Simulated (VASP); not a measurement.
Runs of VASP 6.6.1 on Al. The structure is that of space group Im-3m (No. 229), or close to it. The cells are those of the table. 

```tsv
cell	gap on the mesh (eV)	pressure (GPa)
a = 2.785 Å, angles 107.9, 107.9, 112.7°, 1 atom	none	(b)
a = 2.715 Å, angles 109.5°, 1 atom	none	(a)
a = 2.784 Å, angles 110.3, 110.3, 107.9°, 1 atom	none	-2.2
a = 2.729 Å, angles 108.7, 108.7, 111.1°, 1 atom	none	2.9
a = 2.673 Å, angles 109.5°, 1 atom	none	9.4
a = 2.701 Å, angles 109.1, 109.1, 110.3°, 1 atom	none	5.9
a = 2.798 Å, angles 108.3, 108.3, 111.9°, 1 atom	none	-3.3
a = 2.797 Å, angles 109.5°, 1 atom	none	-3.2
a = 2.757 Å, angles 110.7, 110.7, 107.0°, 1 atom	none	0.1
a = 2.757 Å, angles 108.3, 108.3, 111.9°, 1 atom	none	0.2
a = 2.730 Å, angles 111.1, 111.1, 106.2°, 1 atom	none	2.9
```

Alike in all rows: task single point; level r2SCAN; potentials or basis VASP PAW PBE potentials, release 64 (Al); no spin polarisation; k mesh 20 × 20 × 20; cutoff (eV) 520; smearing gaussian 0.15 eV.

Problem. Estimate the missing entries.

Solution. (a) 4.3; (b) -2.1.

Caveats: the PAW data sets were made with another functional, which shifts forces and pressure a little.

A gap of «none» marks levels without a gap at the run's occupations.
